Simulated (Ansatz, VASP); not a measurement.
**SnO2: VASP beside Ansatz**

The input INCAR:

```
PREC     = Accurate       # precision mode
ENCUT    = 520            # plane-wave cutoff, eV
EDIFF    = 1E-7           # SCF threshold, eV
ISMEAR   = 0              # smearing method
SIGMA    = 0.02           # smearing width, eV
LREAL    = False          # projectors in reciprocal space
LASPH    = True           # aspherical terms in the spheres
NELM     = 100            # most SCF steps
ALGO     = Normal         # electronic algorithm
ISIF     = 2              # what is computed and relaxed
LWAVE    = False          # write WAVECAR
LCHARG   = False          # write CHGCAR
GGA      = PS             # functional
NBANDS   = 35             # bands
```

File KPOINTS:

```
regular mesh
0
Gamma
  6 6 8
```

File POSCAR:

```
SnO2
1.0
    4.8043251464      0.0000000000      0.0000000000
    0.0000000000      4.8045450977      0.0000000000
    0.0000000000      0.0000000000      3.1477395647
Sn O
2 4
Direct
    0.5000000000      0.5000000000      0.5000000000
    0.0000000000      0.0000000000      0.0000000000
    0.3055012028      0.3055766226      0.0000000000
    0.8055012028      0.1944233774      0.5000000000
    0.1944987972      0.8055766226      0.5000000000
    0.6944987972      0.6944233774      0.0000000000
```

Input for Ansatz:

```yaml
crystal:
  lattice:
    - [4.8043251464, 0.0, 0.0]
    - [0.0, 4.8045450977, 0.0]
    - [0.0, 0.0, 3.1477395647]
  atoms:
    - { symbol: Sn, position: [0.5, 0.5, 0.5] }
    - { symbol: Sn, position: [0.0, 0.0, 0.0] }
    - { symbol: O, position: [0.3055012028, 0.3055766226, 0.0] }
    - { symbol: O, position: [0.8055012028, 0.1944233774, 0.5] }
    - { symbol: O, position: [0.1944987972, 0.8055766226, 0.5] }
    - { symbol: O, position: [0.6944987972, 0.6944233774, 0.0] }
basis:
  ecutwfc: 420
kpoints:
  mp_grid: { grid: [6, 6, 8] }
  band_path: { path: [VBM, CBM], npoints: 2 }
hamiltonian:
  xc: pbesol
scf:
  occupations: { method: gaussian, width: 0.02 }
output:
  forces: true
  stress: true
  eigenvalues: true
checkpoint:
  read: start.run
  write: ck
  compress: false
  write_wavefunctions: false
  write_every: 100000
```

Alike in both runs: task single point; functional PBEsol; k mesh 6 × 6 × 8; occupations gaussian, width 0.02 eV; no spin polarisation.

```csv
,VASP,Ansatz
version,VASP 6.6.1,Ansatz 0.2.0
potentials or method,"VASP PAW PBE potentials, release 64 (Sn_d, O), cutoff 520 eV","scalar-relativistic, plane waves, PAW"
valence electrons in the cell,52,52
```

|  | VASP | Ansatz | Ansatz less VASP |
| --- | --- | --- | --- |
| gap on the k mesh at the Fermi level (eV) | 1.05 | 1.06 | +0.006 |
| least direct gap on the mesh (eV) | 1.05 | 1.06 | +0.006 |
| pressure (GPa) | 2.8 | 2.1 | -0.68 |
| traceless stress, the component that is largest in VASP (GPa) | 4.46 | 4.22 | -0.242 |
| rms of the force components (eV/Å) | 0.010 | 0.000 | -0.0104 |

VASP's potentials were made for PBE, not for PBEsol. Atom by atom the forces differ by 0.010 eV/Å (rms over components).
